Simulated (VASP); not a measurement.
C, 4 atoms in the cell. It takes space group P6_3/mmc (No. 194, hexagonal). Conventional cell: a = 2.379 Å, b = 2.379 Å, c = 7.456 Å, α = 90.00°, β = 90.00°, γ = 120.00°. Within 1.8 Å of C (site symmetry -6m2) lie 3 C at 1.37 Å. Within 1.8 Å of C (site symmetry -6m2) lie 3 C at 1.37 Å. 

```yaml
Program: VASP 6.6.1
Task: single point
Functional: PBE
Dispersion: D3(BJ)
Potentials_or_basis: VASP PAW PBE potentials, release 64 (C)
Cutoff: 520 eV
k_mesh: 21 × 21 × 8
Occupations: gaussian, width 0.15 eV
Spin: no spin polarisation
Dipole_correction: no
Further_INCAR_settings: ALGO = Normal; EDIFF = 1e-06; NBANDS = 16
```

Potentials or basis: VASP PAW PBE potentials, release 64 (C).

Command:

```sh
$ cat potpaw_PBE.64/C/POTCAR > POTCAR
$ mpirun -np 1 vasp_std > vasp.out
```

Hardware: 1 thread of Intel Xeon 8259CL, on a shared host.

Problem. Estimate the wall time of this run.

Solution. Wall time 2.2 min on 1 thread of Intel Xeon 8259CL (shared host), peak memory 0.23 GiB. Counts: scf iterations 13, k points 240.
